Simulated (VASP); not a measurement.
# ZrH2 (Fm-3m) in VASP: single point with PBEsol

Aim: the single point of ZrH2 with PBEsol.

Everything below comes from runs of VASP 6.6.1. Logs are shortened: lines on timing, memory, paths and dates and some standing lists are left out, and cuts for length are marked.

### 1 The cell of the first run

Symmetry: Fm-3m, No. 225, cubic system. The conventional cell has a = 4.818 Å, b = 4.818 Å, c = 4.818 Å, α = 90.00°, β = 90.00°, γ = 90.00°. Within 2.8 Å of Zr (site symmetry m-3m) lie 8 H at 2.09 Å. Within 2.8 Å of H (site symmetry -43m) lie 4 Zr at 2.09 Å and 6 H at 2.41 Å.

### 2 Single point, PBEsol

INCAR reads:

```
  PREC = Accurate
  ENCUT = 500
  EDIFF = 1E-6
  ISMEAR = -1
  SIGMA = 0.1
  LREAL = False
  LASPH = True
  NELM = 120
  ALGO = Normal
  ISIF = 2
  LWAVE = False
  LCHARG = False
  GGA = PS
  NBANDS = 14
  GGA_COMPAT = False
```

KPOINTS reads:

```
Automatic mesh
0
Gamma
  8 8 8
```

POSCAR reads:

```
ZrH2
1.0
    3.4071590000      0.0000000000      0.0000000000
    1.7035795000      2.9506862487      0.0000000000
    1.7035795000      0.9835620829      2.7819336742
Zr H
1 2
Direct
    0.0000000000      0.0000000000      0.0000000000
    0.7500000000      0.7500000000      0.7500000000
    0.2500000000      0.2500000000      0.2500000000
```

Potentials or basis: VASP PAW PBE potentials, release 64 (Zr_sv, H).

Command:

```bash
$ cat potpaw_PBE.64/Zr_sv/POTCAR potpaw_PBE.64/H/POTCAR > POTCAR
$ mpirun -np 1 vasp_std > vasp.out
```

OUTCAR:

```text
PREC = Accurate
   ENCUT = 500
   EDIFF = 1E-6
   ISMEAR = -1
   LREAL = False
   LASPH = True
   NELM = 120
   ISIF = 2
   GGA = PS

 ion  position               nearest neighbor table
   1  0.000  0.000  0.000-   2 2.09   3 2.09   2 2.09   3 2.09   2 2.09   3 2.09   2 2.09   3 2.09

   2  0.750  0.750  0.750-   1 2.09   1 2.09   1 2.09   1 2.09
   3  0.250  0.250  0.250-   1 2.09   1 2.09   1 2.09   1 2.09

  LATTYP: Found a face centered cubic cell.
 ALAT       =     4.8184504669

  Lattice vectors:

 A1 = (   3.4071590000,   0.0000000000,   0.0000000000)
 A2 = (   1.7035795000,   2.9506862487,   0.0000000000)
 A3 = (   1.7035795000,   0.9835620829,   2.7819336742)

Analysis of symmetry for initial positions (statically):
=====================================================================
 Subroutine PRICEL returns:
 Original cell was already a primitive cell.

 Routine SETGRP: Setting up the symmetry group for a
 face centered cubic supercell.

 Subroutine GETGRP returns: Found 48 space group operations
 (whereof 48 operations were pure point group operations)
 out of a pool of 48 trial point group operations.

The static configuration has the point symmetry O_h .

Analysis of symmetry for dynamics (positions and initial velocities):
=====================================================================
 Subroutine PRICEL returns:
 Original cell was already a primitive cell.

 Routine SETGRP: Setting up the symmetry group for a
 face centered cubic supercell.

 Subroutine GETGRP returns: Found 48 space group operations
 (whereof 48 operations were pure point group operations)
 out of a pool of 48 trial point group operations.

The dynamic configuration has the point symmetry O_h .

 Subroutine INISYM returns: Found 48 space group operations
 (whereof 48 operations are pure point group operations),
 and found     1 'primitive' translations

----------------------------------------------------------------------------------------

                                     Primitive cell

  volume of cell :      27.9681

  direct lattice vectors                    reciprocal lattice vectors
     3.407159000  0.000000000  0.000000000     0.293499658 -0.169452106 -0.119820733
     1.703579500  2.950686249  0.000000000     0.000000000  0.338904213 -0.119820733
     1.703579500  0.983562083  2.781933674     0.000000000  0.000000000  0.359462200

  length of vectors
     3.407159000  3.407159000  3.407159000     0.359462200  0.359462200  0.359462200

  position of ions in fractional coordinates (direct lattice)
     0.000000000  0.000000000  0.000000000
     0.750000000  0.750000000  0.750000000
     0.250000000  0.250000000  0.250000000

  ion indices of the primitive-cell ions
   primitive index   ion index
                 1           1
                 2           2
                 3           3

----------------------------------------------------------------------------------------

 KPOINTS: Automatic mesh

Automatic generation of k-mesh.
 Grid dimensions read from file:
 generate k-points for:    8    8    8

 Generating k-lattice:

  Cartesian coordinates                     Fractional coordinates (reciprocal lattice)
     0.036687457 -0.021181513 -0.014977592     0.125000000  0.000000000  0.000000000
     0.000000000  0.042363027 -0.014977592     0.000000000  0.125000000  0.000000000
     0.000000000  0.000000000  0.044932775     0.000000000  0.000000000  0.125000000

  Length of vectors
     0.044932775  0.044932775  0.044932775

  Shift w.r.t. Gamma in fractional coordinates (k-lattice)
     0.000000000  0.000000000  0.000000000

 Subroutine IBZKPT returns following result:
 ===========================================

 Found     29 irreducible k-points:

 Following reciprocal coordinates:
            Coordinates               Weight
  0.000000  0.000000  0.000000      1.000000
  0.125000  0.000000  0.000000      8.000000
  0.250000  0.000000  0.000000      8.000000
  0.375000 -0.000000 -0.000000      8.000000
  0.500000  0.000000  0.000000      4.000000
  0.125000  0.125000  0.000000      6.000000
[... 16 lines left out ...]
  0.500000  0.250000  0.125000     48.000000
 -0.375000  0.250000  0.125000     24.000000
 [... further k-points ...]
   k-points           NKPTS =     29   k-points in BZ     NKDIM =     29   number of bands    NBANDS=     14
   number of dos      NEDOS =    301   number of ions     NIONS =      3
   total plane-waves  NPLWV =  21952
   dimension x,y,z NGX =    28 NGY =   28 NGZ =   28
   dimension x,y,z NGXF=    56 NGYF=   56 NGZF=   56
   ions per type =               1   2
   NGX,Y,Z   is equivalent  to a cutoff of  13.66, 13.66, 13.66 a.u.
   NGXF,Y,Z  is equivalent  to a cutoff of  27.32, 27.32, 27.32 a.u.
 SYSTEM =  unknown system
   PREC   = accura    normal or accurate (medium, high low for compatibility)
   ISTART =      0    job   : 0-new  1-cont  2-samecut
   ICHARG =      2    charge: 1-file 2-atom 10-const
   ISPIN  =      1    spin polarized calculation?
   LNONCOLLINEAR =      F non collinear calculations
   LSORBIT =      F    spin-orbit coupling
   LASPH  =      T    aspherical Exc in radial PAW
   ENCUT  =  500.0 eV  36.75 Ry    6.06 a.u.   6.21  6.21  6.21*2*pi/ulx,y,z
   NELM   =    120;   NELMIN=  2; NELMDL= -5     # of ELM steps
   EDIFF  = 0.1E-05   stopping-criterion for ELM
   LREAL  =      F    real-space projection
   EDIFFG = 0.1E-04   stopping-criterion for IOM
   NSW    =      0    number of steps for IOM
   IBRION =     -1    ionic relax: 0-MD 1-quasi-New 2-CG
   NFREE  =      0    steps in history (QN), initial steepest desc. (CG)
   ISIF   =      2    stress and relaxation
   ISYM   =      2    0-nonsym 1-usesym 2-fastsym
   POTIM  = 0.5000    time-step for ionic-motion
   TEBEG  =    0.0;   TEEND  =   0.0 temperature during run
   PSTRESS=    0.0 pullay stress
   NELECT =      14.0000    total number of electrons
   NUPDOWN=      -1.0000    fix difference up-down
   EMIN   =  10.00;   EMAX   =-10.00  energy-range for DOS
   EFERMI =   0.00;   METHOD = LEGACY
   ISMEAR =    -1;   SIGMA  =   0.10  broadening in eV -4-tet -1-fermi 0-gaus
   EFERMI_NEDOS =   21; number of points for ismear=-14 and -15
   IALGO  =     38    algorithm
   IMIX   =      4    mixing-type and parameters
     AMIX     =   0.40;   BMIX     =  1.00
     AMIX_MAG =   1.60;   BMIX_MAG =  1.00
  volume/ion in A,a.u.               =       9.32        62.91
  Fermi-wavevector in a.u.,A,eV,Ry     =   1.299861  2.456380 22.988914  1.689638
  Thomas-Fermi vector in A             =   2.431097
   LORBIT       =      0    0 simple, 1 ext, 2 COOP (PROOUT), +10 PAW based schemes
   GGA     = PS    functional components
   LHFCALC =     F    Hartree Fock is set to
   AEXX    =    0.0000 exact exchange contribution
   IVDW    =     0    specifies the selected vdW correction
   LEPSILON=     F    determine dielectric tensor
   LRPA    =     F    only Hartree local field effects (RPA)
 non-spin polarized calculation
  energy-cutoff  :      500.00
  volume of cell :       27.97
 maximum number of plane-waves:       725
 NGX is ok and might be reduce to    28
   NGX = 13   NGY = 13   NGZ = 13

 number of electron      14.0000000 magnetization

 Free energy of the ion-electron system (eV)
  ---------------------------------------------------
  ext. energy  EPLUGINS =         0.00000000
  ---------------------------------------------------
  free energy    TOTEN  =       -17.59162822 eV

  energy without entropy =      -17.54988100  energy(sigma->0) =      -17.57075461

 E-fermi :   8.2697     XC(G=0): -11.2685

 val. band max:        8.2589259221   @ k =   0.1250   0.1250   0.0000
 cond. band min:       8.3368674509   @ k =   0.2500   0.0000   0.0000
 fundamental gap:      0.0779415288
 Fermi energy:         8.2696831994

 k-point     1 :       0.0000    0.0000    0.0000
  band No.  band energies     occupation
      1     -40.8985      2.00000
      2     -18.6842      2.00000
      3     -18.6842      2.00000
      4     -18.6842      2.00000
      5      -1.3225      2.00000
      6       7.0101      1.99999
      7       7.9325      1.93360
      8       7.9325      1.93360
      9       7.9325      1.93360
     10      10.5126      0.00000
     11      10.5126      0.00000
     12      19.1312      0.00000
     13      20.4775      0.00000
     14      20.4775      0.00000

 k-point     2 :       0.1250    0.0000    0.0000
  band No.  band energies     occupation
      1     -40.8874      2.00000
      2     -18.7852      2.00000
      3     -18.6962      2.00000
      4     -18.6962      2.00000
      5      -0.9452      2.00000
      6       5.3258      2.00000
      7       8.1195      1.63568
      8       8.1195      1.63568
      9      10.0795      0.00000
     10      10.3492      0.00000
     11      10.3492      0.00000
     12      17.2945      0.00000
     13      21.2763      0.00000
     14      21.2763      0.00000

 k-point     3 :       0.2500    0.0000    0.0000
  band No.  band energies     occupation
      1     -40.8606      2.00000
      2     -19.0214      2.00000
      3     -18.7250      2.00000
      4     -18.7250      2.00000
      5      -0.0276      2.00000
      6       3.9697      2.00000
      7       8.3369      0.67617
      8       8.3369      0.67617
      9      10.4187      0.00000
     10      10.4187      0.00000
     11      12.4126      0.00000
     12      16.0475      0.00000
     13      19.9502      0.00000
     14      23.2396      0.00000
[... 324 lines left out ...]
 k-point    23 :       0.5000    0.2500    0.1250
  band No.  band energies     occupation
      1     -40.8190      2.00000
      2     -19.1996      2.00000
      3     -18.9176      2.00000
      4     -18.7975      2.00000
      5       1.6050      2.00000
      6       2.9420      2.00000
      7       7.0166      1.99999
      8       9.1186      0.00041
      9      10.5515      0.00000
     10      12.3953      0.00000
     11      14.8500      0.00000
     12      15.9757      0.00000
     13      16.6772      0.00000
     14      19.4324      0.00000

 k-point    24 :      -0.3750    0.2500    0.1250
  band No.  band energies     occupation
      1     -40.8100      2.00000
      2     -19.2486      2.00000
      3     -18.9441      2.00000
      4     -18.8155      2.00000
      5       1.7098      2.00000
      6       3.2106      2.00000
      7       6.8005      2.00000
      8       8.9569      0.00207
      9      11.3760      0.00000
     10      12.5635      0.00000
     11      13.9557      0.00000
     12      15.9501      0.00000
     13      16.6174      0.00000
     14      19.4340      0.00000

 [... further k-points ...]

------------------------ aborting loop because EDIFF is reached ----------------------------------------

  FORCE on cell =-STRESS in cart. coord.  units (eV):
  Direction    XX          YY          ZZ          XY          YZ          ZX
  --------------------------------------------------------------------------------------
  -------------------------------------------------------------------------------------
  Total       -0.7904452     -0.7904452     -0.7904452     -0.0000000     -0.0000000     -0.0000000
  in kB      -45.2814336    -45.2814336    -45.2814336     -0.0000000     -0.0000000     -0.0000000
  external PRESSURE =     -45.2814336 kB  Pullay stress =       0.0000000 kB

 VOLUME and BASIS-vectors are now :
 -----------------------------------------------------------------------------
  energy-cutoff  :      500.00
  volume of cell :       27.97
      direct lattice vectors                 reciprocal lattice vectors
     3.407159000  0.000000000  0.000000000     0.293499658 -0.169452106 -0.119820733
     1.703579500  2.950686249  0.000000000     0.000000000  0.338904213 -0.119820733
     1.703579500  0.983562083  2.781933674     0.000000000  0.000000000  0.359462200

 POSITION                                       TOTAL-FORCE (eV/Angst)
 -----------------------------------------------------------------------------------
      0.00000      0.00000      0.00000         0.000000      0.000000     -0.000000
      5.11074      2.95069      2.08645        -0.000000     -0.000000     -0.000000
      1.70358      0.98356      0.69548         0.000000      0.000000      0.000000
 -----------------------------------------------------------------------------------
    total drift:                                0.000000      0.000000     -0.000000

  FREE ENERGIE OF THE ION-ELECTRON SYSTEM (eV)
  ---------------------------------------------------
  free  energy   TOTEN  =       -17.5916282196 eV

  energy  without entropy=      -17.5498809982  energy(sigma->0) =      -17.57075461
```

It took 15 s on 1 thread of Intel Xeon 8259CL, shared host; peak memory 0.16 GiB.

Results:

| Property | Result |
| --- | --- |
| Free energy | -17.5916 eV |
| Pressure | -4.5 GPa |
| Band gap on the k mesh | zero (bands 7 and 8 overlap by 0.42 eV) |

Caveat: the cell stands under tension; the PAW data sets were made with another functional, which shifts forces and pressure a little.

The gap in the log of VASP goes by the Fermi energy; the results here count the filled bands.